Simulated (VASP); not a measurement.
# MgS (Niningerite) (Fm-3m) in VASP: a series of runs, part 2 of 3

VASP 6.6.1. The steps go on from the part before.

## 3. Relaxation of cell and atoms, revPBE+D3(BJ)

Input file INCAR:

```
SYSTEM = MgS
ALGO = Normal ; EDIFF = 1E-6
EDIFFG = -0.01 ; ENCUT = 600
GGA = RE ; IBRION = 2
ISIF = 3 ; ISMEAR = -1
IVDW = 12 ; LASPH = .True.
LCHARG = .False. ; LREAL = .False.
LWAVE = .False. ; NELM = 80
NSW = 60 ; PREC = Accurate
SIGMA = 0.05
```

Input file KPOINTS:

```
k-points
0
Gamma
  9 9 9
  0 0 0
```

Input file POSCAR:

```
MgS
1.0
    0.0000000000      2.6016500000      2.6016500000
    2.6016500000      0.0000000000      2.6016500000
    2.6016500000      2.6016500000      0.0000000000
S Mg
1 1
Direct
    0.5000000000      0.5000000000      0.5000000000
    0.0000000000      0.0000000000      0.0000000000
```

Potentials or basis: VASP PAW PBE potentials, release 64 (S, Mg).

Command:

```bash
$ cat potpaw_PBE.64/S/POTCAR potpaw_PBE.64/Mg/POTCAR > POTCAR
$ mpirun -np 1 vasp_std > vasp.out
```

OUTCAR:

```text
SYSTEM = MgS
   EDIFF = 1E-6
   EDIFFG = -0.01
   ENCUT = 600
   GGA = RE
   IBRION = 2
   ISIF = 3
   ISMEAR = -1
   IVDW = 12
   LASPH = .True.
   LREAL = .False.
   NELM = 80
   NSW = 60
   PREC = Accurate
 IVDW          = 12

 ion  position               nearest neighbor table
   1  0.500  0.500  0.500-   2 2.60   2 2.60   2 2.60   2 2.60   2 2.60   2 2.60
   2  0.000  0.000  0.000-   1 2.60   1 2.60   1 2.60   1 2.60   1 2.60   1 2.60

  LATTYP: Found a face centered cubic cell.
 ALAT       =     5.2033000000

  Lattice vectors:

 A1 = (   0.0000000000,   2.6016500000,   2.6016500000)
 A2 = (   2.6016500000,   0.0000000000,   2.6016500000)
 A3 = (   2.6016500000,   2.6016500000,   0.0000000000)

Analysis of symmetry for initial positions (statically):
[... 33 lines left out ...]
                                     Primitive cell

  volume of cell :      35.2190

  direct lattice vectors                    reciprocal lattice vectors
     0.000000000  2.601650000  2.601650000    -0.192185728  0.192185728  0.192185728
     2.601650000  0.000000000  2.601650000     0.192185728 -0.192185728  0.192185728
     2.601650000  2.601650000  0.000000000     0.192185728  0.192185728 -0.192185728

  length of vectors
     3.679288715  3.679288715  3.679288715     0.332875446  0.332875446  0.332875446

  position of ions in fractional coordinates (direct lattice)
[... 8 lines left out ...]
----------------------------------------------------------------------------------------

 KPOINTS: k-points

Automatic generation of k-mesh.
 Grid dimensions read from file:
 generate k-points for:    9    9    9

 Generating k-lattice:

  Cartesian coordinates                     Fractional coordinates (reciprocal lattice)
    -0.021353970  0.021353970  0.021353970     0.111111111  0.000000000  0.000000000
     0.021353970 -0.021353970  0.021353970     0.000000000  0.111111111  0.000000000
     0.021353970  0.021353970 -0.021353970     0.000000000  0.000000000  0.111111111

  Length of vectors
     0.036986161  0.036986161  0.036986161

  Shift w.r.t. Gamma in fractional coordinates (k-lattice)
     0.000000000  0.000000000  0.000000000

 Subroutine IBZKPT returns following result:
 ===========================================

 Found     35 irreducible k-points:

 Following reciprocal coordinates:
            Coordinates               Weight
  0.000000  0.000000  0.000000      1.000000
  0.111111  0.000000  0.000000      8.000000
  0.222222  0.000000  0.000000      8.000000
  0.333333  0.000000  0.000000      8.000000
  0.444444  0.000000  0.000000      8.000000
  0.111111  0.111111  0.000000      6.000000
[... 16 lines left out ...]
 -0.333333  0.333333  0.000000     12.000000
  0.444444  0.444444  0.000000      6.000000
 [... further k-points ...]
   k-points           NKPTS =     35   k-points in BZ     NKDIM =     35   number of bands    NBANDS=      8
   number of dos      NEDOS =    301   number of ions     NIONS =      2
   total plane-waves  NPLWV =  27000
   dimension x,y,z NGX =    30 NGY =   30 NGZ =   30
   dimension x,y,z NGXF=    60 NGYF=   60 NGZF=   60
   ions per type =               1   1
   NGX,Y,Z   is equivalent  to a cutoff of  13.56, 13.56, 13.56 a.u.
   NGXF,Y,Z  is equivalent  to a cutoff of  27.11, 27.11, 27.11 a.u.
 SYSTEM =  MgS
   PREC   = accura    normal or accurate (medium, high low for compatibility)
   ISTART =      0    job   : 0-new  1-cont  2-samecut
   ICHARG =      2    charge: 1-file 2-atom 10-const
   ISPIN  =      1    spin polarized calculation?
   LNONCOLLINEAR =      F non collinear calculations
   LSORBIT =      F    spin-orbit coupling
   LASPH  =      T    aspherical Exc in radial PAW
   ENCUT  =  600.0 eV  44.10 Ry    6.64 a.u.   7.35  7.35  7.35*2*pi/ulx,y,z
   NELM   =     80;   NELMIN=  2; NELMDL= -5     # of ELM steps
   EDIFF  = 0.1E-05   stopping-criterion for ELM
   LREAL  =      F    real-space projection
   EDIFFG = -.1E-01   stopping-criterion for IOM
   NSW    =     60    number of steps for IOM
   IBRION =      2    ionic relax: 0-MD 1-quasi-New 2-CG
   NFREE  =      1    steps in history (QN), initial steepest desc. (CG)
   ISIF   =      3    stress and relaxation
   ISYM   =      2    0-nonsym 1-usesym 2-fastsym
   POTIM  = 0.5000    time-step for ionic-motion
   TEBEG  =    0.0;   TEEND  =   0.0 temperature during run
   PSTRESS=    0.0 pullay stress
   NELECT =       8.0000    total number of electrons
   NUPDOWN=      -1.0000    fix difference up-down
   EMIN   =  10.00;   EMAX   =-10.00  energy-range for DOS
   EFERMI =   0.00;   METHOD = LEGACY
   ISMEAR =    -1;   SIGMA  =   0.05  broadening in eV -4-tet -1-fermi 0-gaus
   EFERMI_NEDOS =   21; number of points for ismear=-14 and -15
   IALGO  =     38    algorithm
   IMIX   =      4    mixing-type and parameters
     AMIX     =   0.40;   BMIX     =  1.00
     AMIX_MAG =   1.60;   BMIX_MAG =  1.00
  volume/ion in A,a.u.               =      17.61       118.83
  Fermi-wavevector in a.u.,A,eV,Ry     =   0.998878  1.887606 13.575323  0.997758
  Thomas-Fermi vector in A             =   2.131131
   LORBIT       =      0    0 simple, 1 ext, 2 COOP (PROOUT), +10 PAW based schemes
   GGA     = RE    functional components
   LHFCALC =     F    Hartree Fock is set to
   AEXX    =    0.0000 exact exchange contribution
   IVDW    =    12    specifies the selected vdW correction
   LEPSILON=     F    determine dielectric tensor
   LRPA    =     F    only Hartree local field effects (RPA)
 conjugate gradient relaxation of ions
 non-spin polarized calculation
  energy-cutoff  :      600.00
  volume of cell :       35.22
 maximum number of plane-waves:      1211
 NGX is ok and might be reduce to    30
   NGX = 15   NGY = 15   NGZ = 15

--------------------------------------- Ionic step        1  -------------------------------------------

 number of electron       7.9999999 magnetization

 Free energy of the ion-electron system (eV)
  ---------------------------------------------------
  ext. energy  EPLUGINS =         0.00000000
  ---------------------------------------------------
  free energy    TOTEN  =        -8.02546365 eV

  energy without entropy =       -8.02546365  energy(sigma->0) =       -8.02546365

------------------------ aborting loop because EDIFF is reached ----------------------------------------

 Edisp (eV)   -1.39390

 E8    (eV) :    -0.9426

  FORCE on cell =-STRESS in cart. coord.  units (eV):
  Direction    XX          YY          ZZ          XY          YZ          ZX
  --------------------------------------------------------------------------------------
  -------------------------------------------------------------------------------------
  Total      -0.87885    -0.87885    -0.87885     0.00000     0.00000     0.00000
  in kB     -39.98049   -39.98049   -39.98049     0.00000     0.00000     0.00000
  external pressure =      -39.98 kB  Pullay stress =        0.00 kB
[... 61 lines left out ...]
  energy  without entropy=       -9.4415528420  energy(sigma->0) =       -9.44155284

--------------------------------------- Ionic step        3  -------------------------------------------

 number of electron       8.0000001 magnetization

 Free energy of the ion-electron system (eV)
  ---------------------------------------------------
  ext. energy  EPLUGINS =         0.00000000
  ---------------------------------------------------
  free energy    TOTEN  =        -7.97172184 eV

  energy without entropy =       -7.97172184  energy(sigma->0) =       -7.97172184

 E-fermi :   5.2606     XC(G=0):  -9.7959

 val. band max:        4.2760861746   @ k =   0.0000   0.0000   0.0000
 cond. band min:       7.4094439211   @ k =   0.4444   0.4444   0.0000
 fundamental gap:      3.1333577465
 Fermi energy:         5.2606333115

 k-point     1 :       0.0000    0.0000    0.0000
  band No.  band energies     occupation
      1      -8.6893      2.00000
      2       4.2761      2.00000
      3       4.2761      2.00000
      4       4.2761      2.00000
      5       8.5375      0.00000
      6      12.2188      0.00000
      7      12.2188      0.00000
      8      12.2188      0.00000
[... 243 lines left out ...]
 k-point    24 :       0.4444    0.4444    0.0000
  band No.  band energies     occupation
      1      -6.9159      2.00000
      2      -0.0699      2.00000
      3       2.5226      2.00000
      4       2.5226      2.00000
      5       7.4094      0.00000
      6       8.6104      0.00000
      7      16.5274      0.00000
      8      17.1279      0.00000

 [... further k-points ...]

------------------------ aborting loop because EDIFF is reached ----------------------------------------

 Edisp (eV)   -1.47111

 E8    (eV) :    -0.9946

  FORCE on cell =-STRESS in cart. coord.  units (eV):
  Direction    XX          YY          ZZ          XY          YZ          ZX
  --------------------------------------------------------------------------------------
  -------------------------------------------------------------------------------------
  Total       0.00084     0.00084     0.00084     0.00000     0.00000    -0.00000
  in kB       0.04029     0.04029     0.04029     0.00000     0.00000    -0.00000
  external pressure =        0.04 kB  Pullay stress =        0.00 kB
[... 17 lines left out ...]
  FREE ENERGIE OF THE ION-ELECTRON SYSTEM (eV)
  ---------------------------------------------------
  free  energy   TOTEN  =        -9.4428278762 eV

  energy  without entropy=       -9.4428278762  energy(sigma->0) =       -9.44282788

 reached required accuracy - stopping structural energy minimisation
```

OSZICAR:

```text
N       E                     dE             d eps       ncg     rms          rms(c)
DAV:   1     0.263099056044E+02    0.26310E+02   -0.41011E+03   592   0.925E+02
DAV:   2    -0.716871246712E+01   -0.33479E+02   -0.31738E+02   768   0.112E+02
DAV:   3    -0.840997736413E+01   -0.12413E+01   -0.12413E+01   664   0.286E+01
[... 22 lines left out ...]
DAV:   3    -0.797174486119E+01    0.43064E-03   -0.23099E-03   624   0.268E-01    0.125E-01
DAV:   4    -0.797174008020E+01    0.47810E-05   -0.17066E-05   672   0.368E-02    0.111E-01
DAV:   5    -0.797172041368E+01    0.19667E-04   -0.10282E-05   576   0.290E-02    0.249E-02
DAV:   6    -0.797172167304E+01   -0.12594E-05   -0.16667E-07   288   0.427E-03    0.832E-03
DAV:   7    -0.797172184183E+01   -0.16878E-06   -0.14503E-08   280   0.122E-03
   3 F= -.94428279E+01 E0= -.94428279E+01  d E =-.234644E-01
```

CONTCAR:

```text
MgS
   1.00000000000000
     0.0000000000000000    2.5566338754609723    2.5566338754609723
     2.5566338754609723    0.0000000000000000    2.5566338754609723
     2.5566338754609723    2.5566338754609723    0.0000000000000000
  S               Mg
     1     1
Direct
     0.5000000000000000    0.5000000000000000    0.5000000000000000
     0.0000000000000000    0.0000000000000000    0.0000000000000000

  0.00000000E+00  0.00000000E+00  0.00000000E+00
  0.00000000E+00  0.00000000E+00  0.00000000E+00
```

Wall time 14 s (1 thread of AMD EPYC 9R45 (Zen 5), shared host); peak memory 0.16 GiB.

Results:

```
Free energy                            : -9.4428 eV
Relaxed volume                         : 16.71 Å³/atom
Relaxed cell                           : a = 3.616 Å, b = 3.616 Å, c = 3.616 Å, α = 60.00°, β = 60.00°, γ = 60.00°
Space group after relaxing (to 0.05 Å) : Fm-3m (No. 225)
Energy gained by relaxing              : 11.7 meV/atom
Ionic steps                            : 3
Pressure after relaxing                : 0.0 GPa
Band gap on the k mesh                 : 3.13 eV, indirect (least direct gap 4.26 eV)
Dispersion energy per atom             : -0.736 eV
```

The path:
```csv
step,energy change (eV),largest force (eV/Å),pressure (GPa),volume (Å³)
1,0.0000,0.0000,-4.00,35.22
2,-0.0222,0.0000,1.06,33.03
3,-0.0235,0.0000,0.00,33.42
```

Final structure:
```xyz
2
Lattice="0.0000 2.5566 2.5566 2.5566 0.0000 2.5566 2.5566 2.5566 0.0000" Properties=species:S:1:pos:R:3 pbc="T T T"
S     2.5566    2.5566    2.5566
Mg    0.0000    0.0000    0.0000
```

Caveat: the PAW data sets were made with another functional, which shifts forces and pressure a little.

(Continued in part 3 of 3.)
